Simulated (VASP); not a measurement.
A run of VASP 6.6.1 is set up as follows.

INCAR

```
ALGO     = Normal         # electronic algorithm
EDIFF    = 1E-6           # SCF threshold, eV
ENCUT    = 500            # plane-wave cutoff, eV
GGA      = CA             # functional
GGA_COMPAT= False        
ISIF     = 2              # what is computed and relaxed
ISMEAR   = -1             # smearing method
LASPH    = True           # aspherical terms in the spheres
LCHARG   = False          # write CHGCAR
LREAL    = False          # projectors in reciprocal space
LWAVE    = False          # write WAVECAR
NBANDS   = 12             # bands
NELM     = 120            # most SCF steps
PREC     = Accurate       # precision mode
SIGMA    = 0.1            # smearing width, eV
```

KPOINTS

```
k-points
0
Gamma
  12 12 7
```

The input POSCAR:

```
Tc
1.0
    2.8588700000      0.0000000000      0.0000000000
   -1.4294350000      2.4758540000      0.0000000000
    0.0000000000      0.0000000000      4.0762940000
Tc
1
Direct
    0.3333333333      0.6666666667      0.0000000000
```

Potentials or basis: VASP PAW LDA potentials, release 64 (Tc_pv).

Command:

```bash
$ cat potpaw_LDA.64/Tc_pv/POTCAR > POTCAR
$ mpirun -np 1 vasp_std > vasp.out
```

**Question.** What does it give for the pressure?

**Answer.** -30.8 GPa.

Stress tensor (GPa, compression positive):
```
-38.17   0.00   0.00
  0.00 -38.17   0.00
  0.00   0.00 -16.04
```
